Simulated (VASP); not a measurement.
CO, 16 atoms in the cell. The cell holds a disordered packing, 16 atoms: a = 7.742 Å, b = 7.742 Å, c = 7.742 Å, α = 90.00°, β = 90.00°, γ = 90.00°. 

- Program: VASP 6.6.1
- Task: single point
- Functional: PBEsol
- Potentials or basis: VASP PAW PBE potentials, release 64 (O_h, C_h)
- Cutoff: 1000 eV
- k mesh: 1 × 1 × 1
- Occupations: fermi-dirac, width 0.02 eV
- Spin: no spin polarisation
- Dipole correction: no
- Further INCAR settings: LREAL = Auto; ALGO = Normal; EDIFF = 1e-06; NBANDS = 54

Potentials or basis: VASP PAW PBE potentials, release 64 (O_h, C_h).

Run with:

```console
$ cat potpaw_PBE.64/O_h/POTCAR potpaw_PBE.64/C_h/POTCAR > POTCAR
$ mpirun -np 1 vasp_gam > vasp.out
```

Hardware: 1 thread of Intel(R) Xeon(R) Platinum 8488C (Sapphire Rapids), on a shared host.

**Question.** Estimate the wall time of this run.

**Answer.** Run time: 74 s on 1 thread of Intel(R) Xeon(R) Platinum 8488C (Sapphire Rapids), with other jobs on the host, peak memory 0.9 GiB. Counts: scf iterations 17, k points 1.
